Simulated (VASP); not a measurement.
Wanted: the native input for a VASP 6.6.1 run.

```yaml
Task: single point
Functional: PBE
Potentials_or_basis: VASP PAW PBE potentials, release 64 (B, P)
Cutoff: 520 eV
k_mesh: 10 × 10 × 10
Occupations: gaussian, width 0.05 eV
Spin: no spin polarisation
Dipole_correction: no
Further_INCAR_settings: ALGO = Normal; EDIFF = 1e-06; NBANDS = 11
```

The structure of BP lies in POSCAR:

```
BP
1.0
    0.0000000000      2.3087075000      2.2690000000
    2.2690000000      0.0000000000      2.2690000000
    2.2690000000      2.3087075000      0.0000000000
B P
1 1
Direct
    0.0000000000      0.0000000000      0.0000000000
    0.7500000000      0.7500000000      0.7500000000
```

This cell differs from its parent crystal: strain +0.0175 x Voigt [0, 1, 0, 0, 0, 0].

One way to write it, as run:

INCAR

```
  PREC = Accurate
  ENCUT = 520
  EDIFF = 1E-6
  ISMEAR = 0
  SIGMA = 0.05
  LREAL = F
  LASPH = T
  NELM = 80
  ALGO = Normal
  ISIF = 2
  LWAVE = F
  LCHARG = F
  GGA = PE
  NBANDS = 11
```

KPOINTS

```
Automatic mesh
0
Gamma
  10 10 10
```

Potentials or basis: VASP PAW PBE potentials, release 64 (B, P).

Launch:

```console
$ cat potpaw_PBE.64/B/POTCAR potpaw_PBE.64/P/POTCAR > POTCAR
$ mpirun -np 1 vasp_std > vasp.out
```

Results of the run:

```json
{
 "Pressure": "-1.9 GPa",
 "Band gap on the k mesh": "1.13 eV, indirect (least direct gap 3.29 eV)"
}
```

Caveat: the cell differs from its parent crystal (strain +0.0175 x Voigt [0, 1, 0, 0, 0, 0]).

Wall time 36 s on 1 thread of Intel Xeon 8259CL, on a shared host, peak memory 0.15 GiB.
